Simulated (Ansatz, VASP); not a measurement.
**One calculation of TiC, two programs**

POSCAR

```
TiC
1.0
    3.5742201183      0.0000000000      0.0000000000
   -1.7871100591      3.0953654212      0.0000000000
    0.0000000000      0.0000000000      5.8673612971
Ti C
2 2
Direct
    0.3333333333      0.6666666667      0.4996013826
    0.6666666667      0.3333333333      0.9996013826
    0.3333333333      0.6666666667      0.8753986174
    0.6666666667      0.3333333333      0.3753986174
```

INCAR.step1

```
PREC = Accurate ; ENCUT = 520
ISMEAR = 0 ; SIGMA = 0.1
LREAL = F ; LASPH = T
NELM = 80 ; NBANDS = 24
GGA = PE ; ALGO = Normal
EDIFF = 1E-4 ; LWAVE = T
LCHARG = F
```

Contents of INCAR.step2:

```
PREC = Accurate ; ENCUT = 520
EDIFF = 1E-7 ; ISMEAR = 0
SIGMA = 0.1 ; LREAL = F
LASPH = T ; NELM = 80
ALGO = Normal ; ISIF = 2
LWAVE = F ; LCHARG = F
METAGGA = R2SCAN ; LMIXTAU = T
NBANDS = 24 ; ISTART = 1
```

Contents of KPOINTS:

```
regular mesh
0
Gamma
  6 6 4
```

Input for Ansatz:

```yaml
crystal:
  lattice:
    - [3.5742201183, 0.0, 0.0]
    - [-1.7871100591, 3.0953654212, 0.0]
    - [0.0, 0.0, 5.8673612971]
  atoms:
    - { symbol: Ti, position: [0.3333333333, 0.6666666667, 0.4996013826] }
    - { symbol: Ti, position: [0.6666666667, 0.3333333333, 0.9996013826] }
    - { symbol: C, position: [0.3333333333, 0.6666666667, 0.8753986174] }
    - { symbol: C, position: [0.6666666667, 0.3333333333, 0.3753986174] }
basis:
  ecutwfc: 500
kpoints:
  mp_grid: { grid: [6, 6, 4] }
hamiltonian:
  xc: r2scan
scf:
  occupations: { method: gaussian, width: 0.1 }
output:
  forces: true
  stress: true
  eigenvalues: true
```

Alike in both runs: task single point; functional r2SCAN; k mesh 6 × 6 × 4; occupations gaussian, width 0.1 eV; no spin polarisation.

|  | VASP | Ansatz |
| --- | --- | --- |
| version | VASP 6.6.1 | Ansatz 0.2.0 |
| potentials or method | VASP PAW PBE potentials, release 64 (Ti_sv, C), cutoff 520 eV | scalar-relativistic, plane waves, PAW |
| valence electrons in the cell | 32 | 32 |

Ansatz gave:

- gap on the k mesh at the Fermi level (eV): 1.18
- least direct gap on the mesh (eV): 1.46
- pressure (GPa): -25.6
- traceless stress, the component that is largest in VASP (GPa): -4.16
- rms of the force components (eV/Å): 0.171

Task: Estimate VASP's values.

Result: gap on the k mesh at the Fermi level (eV): 1.18; least direct gap on the mesh (eV): 1.47; pressure (GPa): -25.3; traceless stress, the component that is largest in VASP (GPa): -4.17; rms of the force components (eV/Å): 0.169.

VASP's potentials were made for PBE, not for r2SCAN. Atom by atom the forces differ by 0.001 eV/Å (rms over components). The functional is the same, so the differences come from potentials, cutoffs and numerics.
